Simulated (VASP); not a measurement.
# SbO5 (P6/mmm) in VASP: notebook

The runs below take SbO5 through relaxation of cell and atoms, single point, with PBE.

Program: VASP 6.6.1. These are calculated values, not measurements. Logs are shortened: lines on timing, memory, paths and dates and some standing lists are left out, and cuts for length are marked.

## Step 1: The cell of the first run

It takes space group P6/mmm (No. 191, hexagonal). The conventional cell has a = 4.072 Å, b = 4.072 Å, c = 5.243 Å, α = 90.00°, β = 90.00°, γ = 120.00°. Within 3.5 Å of Sb (site symmetry 6/mmm) lie 14 O at 2.62 to 2.82 Å. O (site symmetry 3m) has 7 O at 2.14 to 2.58 Å and 3 Sb at 2.82 Å within 2.9 Å. Within 3.4 Å of O (site symmetry 6/mmm) lie 12 O at 2.58 Å and 2 Sb at 2.62 Å.

The cell was generated, and may not be a known phase.

## Step 2: Relaxation of cell and atoms, PBE

INCAR reads:

```
PREC     = Accurate       # precision mode
ENCUT    = 600            # plane-wave cutoff, eV
EDIFF    = 1E-6           # SCF threshold, eV
ISMEAR   = 0              # smearing method
SIGMA    = 0.1            # smearing width, eV
LREAL    = False          # projectors in reciprocal space
LASPH    = True           # aspherical terms in the spheres
NELM     = 100            # most SCF steps
ALGO     = Normal         # electronic algorithm
ISIF     = 3              # what is computed and relaxed
LWAVE    = False          # write WAVECAR
LCHARG   = False          # write CHGCAR
GGA      = PE             # functional
IBRION   = 2              # ionic algorithm
NSW      = 90             # ionic steps
EDIFFG   = -0.04          # ionic threshold
```

KPOINTS reads:

```
Automatic mesh
0
Gamma
  6 6 4
```

POSCAR reads:

```
SbO5
1.0
    4.0723234900      0.0000000000      0.0000000000
   -2.0361617400      3.5267355900      0.0000000000
    0.0000000000      0.0000000000      5.2432117500
Sb O
1 5
Direct
    0.0000000000      0.0000000000      0.0000000000
    0.3333333300      0.6666666700      0.2963661500
    0.3333333300      0.6666666700      0.7036338500
    0.6666666700      0.3333333300      0.7036338500
    0.6666666700      0.3333333300      0.2963661500
    0.0000000000      0.0000000000      0.5000000000
```

Potentials or basis: VASP PAW PBE potentials, release 64 (Sb, O).

Launch:

```sh
$ cat potpaw_PBE.64/Sb/POTCAR potpaw_PBE.64/O/POTCAR > POTCAR
$ mpirun -np 1 vasp_std > vasp.out
```

OUTCAR:

```text
PREC = Accurate
   ENCUT = 600
   EDIFF = 1E-6
   ISMEAR = 0
   LREAL = False
   LASPH = True
   NELM = 100
   ISIF = 3
   GGA = PE
   IBRION = 2
   NSW = 90
   EDIFFG = -0.04

 ion  position               nearest neighbor table
   1  0.000  0.000  0.000-   6 2.62   6 2.62   4 2.82   5 2.82   2 2.82   3 2.82   2 2.82   3 2.82
                             4 2.82   5 2.82   4 2.82   5 2.82   2 2.82   3 2.82
   2  0.333  0.667  0.296-   1 2.82   1 2.82   1 2.82
   3  0.333  0.667  0.704-   1 2.82   1 2.82   1 2.82
   4  0.667  0.333  0.704-   1 2.82   1 2.82   1 2.82
   5  0.667  0.333  0.296-   1 2.82   1 2.82   1 2.82
   6  0.000  0.000  0.500-   1 2.62   1 2.62

  LATTYP: Found a hexagonal cell.
 ALAT       =     4.0723234900
 C/A-ratio  =     1.2875233912

  Lattice vectors:

 A1 = (   4.0723234900,   0.0000000000,   0.0000000000)
 A2 = (  -2.0361617400,   3.5267355900,   0.0000000000)
 A3 = (   0.0000000000,   0.0000000000,   5.2432117500)

Analysis of symmetry for initial positions (statically):
=====================================================================
 Subroutine PRICEL returns:
 Original cell was already a primitive cell.

 Routine SETGRP: Setting up the symmetry group for a
 hexagonal supercell.

 Subroutine GETGRP returns: Found 24 space group operations
 (whereof 24 operations were pure point group operations)
 out of a pool of 24 trial point group operations.

The static configuration has the point symmetry D_6h.

Analysis of symmetry for dynamics (positions and initial velocities):
=====================================================================
 Subroutine PRICEL returns:
 Original cell was already a primitive cell.

 Routine SETGRP: Setting up the symmetry group for a
 hexagonal supercell.

 Subroutine GETGRP returns: Found 24 space group operations
 (whereof 24 operations were pure point group operations)
 out of a pool of 24 trial point group operations.

The dynamic configuration has the point symmetry D_6h.

 Subroutine INISYM returns: Found 24 space group operations
 (whereof 24 operations are pure point group operations),
 and found     1 'primitive' translations

----------------------------------------------------------------------------------------

                                     Primitive cell

  volume of cell :      75.3031

  direct lattice vectors                    reciprocal lattice vectors
     4.072323490  0.000000000  0.000000000     0.245560060  0.141774167  0.000000000
    -2.036161740  3.526735590  0.000000000     0.000000000  0.283548334  0.000000000
     0.000000000  0.000000000  5.243211750     0.000000000  0.000000000  0.190722795

  length of vectors
     4.072323490  4.072323483  5.243211750     0.283548333  0.283548334  0.190722795

  position of ions in fractional coordinates (direct lattice)
     0.000000000  0.000000000  0.000000000
     0.333333330  0.666666670  0.296366150
     0.333333330  0.666666670  0.703633850
     0.666666670  0.333333330  0.703633850
     0.666666670  0.333333330  0.296366150
     0.000000000  0.000000000  0.500000000

  ion indices of the primitive-cell ions
   primitive index   ion index
                 1           1
                 2           2
                 3           3
                 4           4
                 5           5
                 6           6

----------------------------------------------------------------------------------------

 KPOINTS: Automatic mesh

Automatic generation of k-mesh.
 Grid dimensions read from file:
 generate k-points for:    6    6    4

 Generating k-lattice:

  Cartesian coordinates                     Fractional coordinates (reciprocal lattice)
     0.040926677  0.023629028  0.000000000     0.166666667  0.000000000  0.000000000
     0.000000000  0.047258056  0.000000000     0.000000000  0.166666667  0.000000000
     0.000000000  0.000000000  0.047680699     0.000000000  0.000000000  0.250000000

  Length of vectors
     0.047258056  0.047258056  0.047680699

  Shift w.r.t. Gamma in fractional coordinates (k-lattice)
[... 44 lines left out ...]
   IVDW    =     0    specifies the selected vdW correction
   LEPSILON=     F    determine dielectric tensor
   LRPA    =     F    only Hartree local field effects (RPA)
 conjugate gradient relaxation of ions
 non-spin polarized calculation
 Gauss-broadening in eV      SIGMA  =   0.10
  energy-cutoff  :      600.00
  volume of cell :       75.30
 maximum number of plane-waves:      2532
 NGX is ok and might be reduce to    36
   NGX = 17   NGY = 17   NGZ = 21

--------------------------------------- Ionic step        1  -------------------------------------------

 number of electron      34.9999984 magnetization

 Free energy of the ion-electron system (eV)
  ---------------------------------------------------
  ext. energy  EPLUGINS =         0.00000000
  ---------------------------------------------------
  free energy    TOTEN  =       -20.20715924 eV

  energy without entropy =      -20.14753707  energy(sigma->0) =      -20.17734816

------------------------ aborting loop because EDIFF is reached ----------------------------------------

  FORCE on cell =-STRESS in cart. coord.  units (eV):
  Direction    XX          YY          ZZ          XY          YZ          ZX
  --------------------------------------------------------------------------------------
  -------------------------------------------------------------------------------------
  Total       -5.8359921     -5.8359920    -12.7954001     -0.0000000     -0.0000000     -0.0000000
  in kB     -124.1688639   -124.1688636   -272.2399683     -0.0000002     -0.0000000     -0.0000000
  external PRESSURE =    -173.5258986 kB  Pullay stress =       0.0000000 kB
[... 101 lines left out ...]
  FREE ENERGIE OF THE ION-ELECTRON SYSTEM (eV)
  ---------------------------------------------------
  free  energy   TOTEN  =       -21.8709971263 eV

  energy  without entropy=      -21.8128598420  energy(sigma->0) =      -21.84192848

 E-fermi :  15.9900     XC(G=0): -13.4943

 val. band max:       15.9872162359   @ k =   0.5000   0.0000   0.0000
 cond. band min:      16.0427454126   @ k =   0.1667   0.0000   0.0000
 fundamental gap:      0.0555291767
 Fermi energy:        15.9900104162

 k-point     1 :       0.0000    0.0000    0.0000
  band No.  band energies     occupation
      1     -15.6807      2.00000
      2     -13.4461      2.00000
      3     -11.6134      2.00000
      4      -3.6377      2.00000
      5      -2.4763      2.00000
      6      -2.4763      2.00000
[... 493 lines left out ...]
     20      17.7834      0.00000
     21      19.7348      0.00000

 E-fermi :   5.2366     XC(G=0): -10.8130

 val. band max:        5.2137004777   @ k =   0.3333   0.0000   0.5000
 cond. band min:       5.2405509012   @ k =   0.1667   0.0000   0.2500
 fundamental gap:      0.0268504235
 Fermi energy:         5.2366114202

 k-point     1 :       0.0000    0.0000    0.0000
  band No.  band energies     occupation
      1     -21.9469      2.00000
      2     -21.3497      2.00000
      3     -13.9655      2.00000
      4      -9.0818      2.00000
      5      -8.1993      2.00000
      6      -4.4663      2.00000
[... 493 lines left out ...]
     20       7.8017      0.00000
     21       7.8017      0.00000

[... ionic steps 4 to 20 ...]

--------------------------------------- Ionic step       21  -------------------------------------------

 number of electron      34.9999980 magnetization

------------------------ aborting loop because EDIFF is reached ----------------------------------------
[... 75 lines left out ...]
--------------------------------------- Ionic step       23  -------------------------------------------

 number of electron      34.9999979 magnetization

 Free energy of the ion-electron system (eV)
  ---------------------------------------------------
  ext. energy  EPLUGINS =         0.00000000
  ---------------------------------------------------
  free energy    TOTEN  =       -29.41994709 eV

  energy without entropy =      -29.40460864  energy(sigma->0) =      -29.41227786

 E-fermi :   3.6145     XC(G=0): -10.1152

 val. band max:        3.6050741299   @ k =   0.1667   0.0000   0.2500
 cond. band min:       3.6337112879   @ k =   0.3333   0.0000   0.5000
 fundamental gap:      0.0286371581
 Fermi energy:         3.6144988684

 k-point     1 :       0.0000    0.0000    0.0000
  band No.  band energies     occupation
      1     -21.8866      2.00000
      2     -21.4156      2.00000
      3     -14.6379      2.00000
      4     -10.6785      2.00000
      5     -10.0279      2.00000
      6      -5.2137      2.00000
[... 526 lines left out ...]
  FREE ENERGIE OF THE ION-ELECTRON SYSTEM (eV)
  ---------------------------------------------------
  free  energy   TOTEN  =       -29.4199470872 eV

  energy  without entropy=      -29.4046086399  energy(sigma->0) =      -29.41227786

 reached required accuracy - stopping structural energy minimisation
```

Wall time 10 min (1 thread of Intel Xeon Platinum 8488C (Sapphire Rapids), shared host); peak memory 0.25 GiB.

Results:

- Free energy: -29.4199 eV
- Relaxed volume: 12.72 Å³/atom
- Relaxed cell: a = 4.733 Å, b = 4.733 Å, c = 3.935 Å, α = 90.00°, β = 90.00°, γ = 120.00°
- Space group after relaxing (to 0.1 Å): P6/mmm (No. 191)
- Pressure after relaxing: 0.1 GPa
- Largest force after relaxing: 0.008 eV/Å
- Band gap on the k mesh: zero (an odd number of electrons rules out a gap without spin polarisation)

Forces in eV/Å, atoms in the order of the input:
```
Sb   0.000  0.000  0.000
O    0.000  0.000 -0.008
O    0.000  0.000  0.008
O    0.000  0.000  0.008
O    0.000  0.000 -0.008
O    0.000  0.000  0.000
```

Final structure:
```cif
data_structure
_symmetry_space_group_name_H-M 'P 1'
_symmetry_Int_Tables_number 1
_cell_length_a 4.7327
_cell_length_b 4.7327
_cell_length_c 3.9353
_cell_angle_alpha 90.000
_cell_angle_beta 90.000
_cell_angle_gamma 120.000
_cell_volume 76.34
loop_
_atom_site_label
_atom_site_type_symbol
_atom_site_fract_x
_atom_site_fract_y
_atom_site_fract_z
_atom_site_occupancy
Sb1 Sb 0.00000 0.00000 0.00000 1
O1 O 0.33333 0.66667 0.33919 1
O2 O 0.33333 0.66667 0.66081 1
O3 O 0.66667 0.33333 0.66081 1
O4 O 0.66667 0.33333 0.33919 1
O5 O 0.00000 0.00000 0.50000 1
```

Levels at points of the mesh, in eV from the Fermi level:
```tsv
k point	band 13	band 14	band 15	band 16	band 17	band 18	band 19	band 20	band 21
(0.00, 0.00, 0.00)	-4.96	-2.61	-2.61	-0.63	-0.63	0.30	0.30	2.79	2.79
(0.50, 0.00, 0.00)	-5.06	-2.91	-2.61	-0.82	-0.37	0.17	0.52	2.54	2.57
(0.00, 0.00, 0.50)	-2.00	-2.00	-1.30	-1.30	-1.09	-1.09	0.42	2.52	2.52
(0.50, 0.00, 0.50)	-2.42	-2.22	-1.97	-1.01	-0.92	0.22	1.24	1.35	2.55
```

Caveat: a cell axis changed by over 15 % at a fixed basis, so the end point is rough; spin-orbit coupling is left out, which moves the levels of the heavy elements; an odd number of electrons without spin polarisation forces a metal; a magnetic or distorted state may lie lower.

## Step 3: Single point, PBE

This run uses another cell than the first one, of 12.58 Å³/atom.

INCAR reads:

```
SYSTEM = SbO5
PREC = Accurate
ENCUT = 520
EDIFF = 1E-7
ISMEAR = 0
SIGMA = 0.1
LREAL = .FALSE.
LASPH = .TRUE.
NELM = 60
ALGO = Normal
ISIF = 2
LWAVE = .FALSE.
LCHARG = .FALSE.
GGA = PE
NBANDS = 26
```

KPOINTS reads:

```
Automatic mesh
0
G
  12 12 10
  0 0 0
```

POSCAR reads:

```
SbO5
1.0
    4.6314911998      0.0000000000      0.0000000000
   -2.3157455999      4.0109890365      0.0000000000
    0.0000000000      0.0000000000      4.0636144826
Sb O
1 5
Direct
    0.0000000000      0.0000000000      0.0000000000
    0.3333333333      0.6666666667      0.1642749413
    0.3333333333      0.6666666667      0.8357250587
    0.6666666667      0.3333333333      0.8357250587
    0.6666666667      0.3333333333      0.1642749413
    0.0000000000      0.0000000000      0.5000000000
```

Potentials or basis: VASP PAW PBE potentials, release 64 (Sb, O).

Launch:

```sh
$ cat potpaw_PBE.64/Sb/POTCAR potpaw_PBE.64/O/POTCAR > POTCAR
$ mpirun -np 1 vasp_std > vasp.out
```

Wall time 2.8 min (1 thread of Intel Xeon Platinum 8488C (Sapphire Rapids), shared host); peak memory 0.31 GiB.

It converged, with:

| Quantity | Value |
| --- | --- |
| Free energy | -28.3168 eV |
| Pressure | 0.5 GPa |
| Largest force | 0.468 eV/Å |
| Band gap on the k mesh | zero (an odd number of electrons rules out a gap without spin polarisation) |

Forces on the atoms (eV/Å):
```
Sb   0.000  0.000  0.000
O    0.000  0.000  0.468
O    0.000  0.000 -0.468
O    0.000  0.000 -0.468
O    0.000  0.000  0.468
O    0.000  0.000  0.000
```

Stress tensor (GPa, compression positive):
```
-0.45  0.00  0.00
 0.00 -0.45  0.00
 0.00  0.00  2.33
```

Levels at points of the mesh, in eV from the Fermi level:
```tsv
k point	band 14	band 15	band 16	band 17	band 18	band 19	band 20	band 21
(0.00, 0.00, 0.00)	-2.21	-2.21	-0.99	-0.99	0.08	0.08	3.22	3.22
(0.50, 0.00, 0.00)	-2.42	-2.27	-1.22	-0.69	-0.04	0.34	2.51	3.54
(0.00, 0.00, 0.50)	-2.32	-1.39	-1.39	0.14	0.28	0.28	2.10	2.10
(0.50, 0.00, 0.50)	-2.19	-1.39	-0.67	-0.10	0.16	0.70	1.28	2.48
```

Caveat: spin-orbit coupling is left out, which moves the levels of the heavy elements; an odd number of electrons without spin polarisation forces a metal; a magnetic or distorted state may lie lower.

## Step 4: Relaxation of cell and atoms, PBE

This run uses another cell than the first one, of 12.51 Å³/atom.

INCAR reads:

```
SYSTEM = SbO5
PREC = Accurate
ENCUT = 600
EDIFF = 1E-6
ISMEAR = 0
SIGMA = 0.1
LREAL = .False.
LASPH = .True.
NELM = 80
ALGO = Normal
ISIF = 3
LWAVE = .False.
LCHARG = .False.
GGA = PE
IBRION = 2
NSW = 100
EDIFFG = -0.01
```

KPOINTS reads:

```
Automatic mesh
0
Gamma
  12 12 10
  0 0 0
```

POSCAR reads:

```
SbO5
1.0
    4.6260269069      0.0000000000      0.0000000000
   -2.3130134534      4.0062568200      0.0000000000
    0.0000000000      0.0000000000      4.0490274664
Sb O
1 5
Direct
    0.0000000000      0.0000000000      0.0000000000
    0.3333333333      0.6666666667      0.1651179027
    0.3333333333      0.6666666667      0.8348820973
    0.6666666667      0.3333333333      0.8348820973
    0.6666666667      0.3333333333      0.1651179027
    0.0000000000      0.0000000000      0.5000000000
```

Launch:

```sh
$ cat potpaw_PBE.64/Sb/POTCAR potpaw_PBE.64/O/POTCAR > POTCAR
$ mpirun -np 1 vasp_std > vasp.out
```

Wall time 10 min (1 thread of Intel Xeon Platinum 8488C (Sapphire Rapids), shared host); peak memory 0.36 GiB.

It converged, with:

* Free energy: -28.3363 eV
* Relaxed volume: 12.36 Å³/atom
* Relaxed cell: a = 4.596 Å, b = 4.596 Å, c = 4.055 Å, α = 90.00°, β = 90.00°, γ = 120.00°
* Space group after relaxing (to 0.1 Å): P6/mmm (No. 191)
* Energy gained by relaxing: 1.1 meV/atom
* Ionic steps: 7
* Pressure after relaxing: 0.0 GPa
* Largest force after relaxing: 0.007 eV/Å
* Band gap on the k mesh: zero (an odd number of electrons rules out a gap without spin polarisation)

Forces on the atoms (eV/Å):
```
Sb   0.000  0.000  0.000
O    0.000  0.000 -0.007
O    0.000  0.000  0.007
O    0.000  0.000  0.007
O    0.000  0.000 -0.007
O    0.000  0.000  0.000
```

Stress tensor (GPa, compression positive):
```
-0.02  0.00  0.00
 0.00 -0.02  0.00
 0.00  0.00  0.10
```

The path:
```csv
step,energy change (eV),largest force (eV/Å),pressure (GPa),volume (Å³)
1,0.0000,0.3958,0.61,75.04
2,0.0598,1.3712,-4.52,75.55
3,-0.0045,0.0151,-0.56,75.14
4,-0.0045,0.0057,-0.52,75.14
5,-0.0057,0.0052,-0.33,74.79
6,-0.0065,0.0062,-0.08,74.36
7,-0.0066,0.0065,0.02,74.17
```

Final structure:
```
Sb O
1.0
     4.59572    0.00000    0.00000
    -2.29786    3.98001    0.00000
     0.00000    0.00000    4.05510
Sb O
1 5
Direct
  0.00000 0.00000 0.00000
  0.33333 0.66667 0.16639
  0.33333 0.66667 0.83361
  0.66667 0.33333 0.83361
  0.66667 0.33333 0.16639
  0.00000 0.00000 0.50000
```

Levels at points of the mesh, in eV from the Fermi level:
| k point | band 15 | band 16 | band 17 | band 18 | band 19 | band 20 |
| --- | --- | --- | --- | --- | --- | --- |
| (0.00, 0.00, 0.00) | -2.11 | -1.04 | -1.04 | 0.07 | 0.07 | 3.40 |
| (0.50, 0.00, 0.00) | -2.18 | -1.28 | -0.72 | -0.05 | 0.35 | 2.67 |
| (0.00, 0.00, 0.50) | -1.46 | -1.46 | 0.24 | 0.30 | 0.30 | 2.30 |
| (0.50, 0.00, 0.50) | -1.44 | -0.66 | -0.10 | 0.16 | 0.82 | 1.45 |

Caveat: spin-orbit coupling is left out, which moves the levels of the heavy elements; an odd number of electrons without spin polarisation forces a metal; a magnetic or distorted state may lie lower.

## Step 5: Overview

| task | cell | k mesh | cutoff (eV) | gap on the mesh (eV) | pressure (GPa) | relaxed volume (Å³/atom) | largest force (eV/Å) |
| --- | --- | --- | --- | --- | --- | --- | --- |
| relaxation of cell and atoms | relaxed from a = 4.072, b = 4.072, c = 5.243 Å, angles 90.0, 90.0, 120.0°, 6 atoms, atomic positions A | 6 × 6 × 4 | 600 | none | 0.1 | 12.72 | 0.01 |
| single point | a = 4.631, b = 4.631, c = 4.064 Å, angles 90.0, 90.0, 120.0°, 6 atoms, atomic positions B | 12 × 12 × 10 | 520 | none | 0.5 | - | 0.47 |
| relaxation of cell and atoms | relaxed from a = 4.626, b = 4.626, c = 4.049 Å, angles 90.0, 90.0, 120.0°, 6 atoms, atomic positions C | 12 × 12 × 10 | 600 | none | 0.0 | 12.36 | 0.01 |

Alike in all rows: level PBE; potentials or basis VASP PAW PBE potentials, release 64 (Sb, O); no spin polarisation; smearing gaussian 0.1 eV.

Caveats: spin-orbit coupling is left out, which moves the levels of the heavy elements; an odd number of electrons without spin polarisation forces a metal; a magnetic or distorted state may lie lower; a cell axis changed by over 15 % at a fixed basis, so the end point is rough (at least some runs).

Total energies depend on the potentials used, so only differences within one code and one set of settings carry meaning.

The gap in the log of VASP goes by the Fermi energy; the results here count the filled bands.